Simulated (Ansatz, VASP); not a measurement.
**PH12C6SN3 in VASP and in Ansatz**

```
CELL_PARAMETERS angstrom
4.64347 2.68091 2.73018
-4.64347 2.68091 2.73018
0.00000 -5.36182 2.73018
ATOMIC_POSITIONS crystal
H 0.16954 0.97750 0.66473
H 0.66473 0.16954 0.97750
H 0.97750 0.66473 0.16954
H 0.97750 0.16954 0.66473
H 0.16954 0.66473 0.97750
H 0.66473 0.97750 0.16954
H 0.01314 0.56211 0.56211
H 0.56211 0.01314 0.56211
H 0.56211 0.56211 0.01314
H 0.70711 0.44750 0.44750
H 0.44750 0.70711 0.44750
H 0.44750 0.44750 0.70711
P 0.00594 0.00594 0.00594
C 0.00144 0.00144 0.69759
C 0.69759 0.00144 0.00144
C 0.00144 0.69759 0.00144
C 0.83997 0.58245 0.58245
C 0.58245 0.83997 0.58245
C 0.58245 0.58245 0.83997
S 0.24627 0.24627 0.24627
N 0.81089 0.81089 0.54485
N 0.54485 0.81089 0.81089
N 0.81089 0.54485 0.81089
```

Alike in both runs: functional PBE; dispersion D3(BJ); k mesh 6 × 6 × 6; occupations gaussian, width 0.02 eV; no spin polarisation.

Ansatz relaxed the structure, and its values are those at the end. VASP's run is a single point on that final structure, the one shown.

```csv
,VASP,Ansatz
version,VASP 6.6.1,Ansatz 0.2.0
potentials or method,"VASP PAW PBE potentials, release 64 (H, P, C, S, N), cutoff 520 eV","scalar-relativistic, plane waves, PAW"
valence electrons in the cell,62,62
```

```tsv
	VASP	Ansatz	Ansatz less VASP
gap on the k mesh at the Fermi level (eV)	4.19	4.18	-0.003
least direct gap on the mesh (eV)	4.40	4.39	-0.010
pressure (GPa)	-0.1	0.0	+0.07
rms of the force components (eV/Å)	0.026	0.002	-0.0235
```
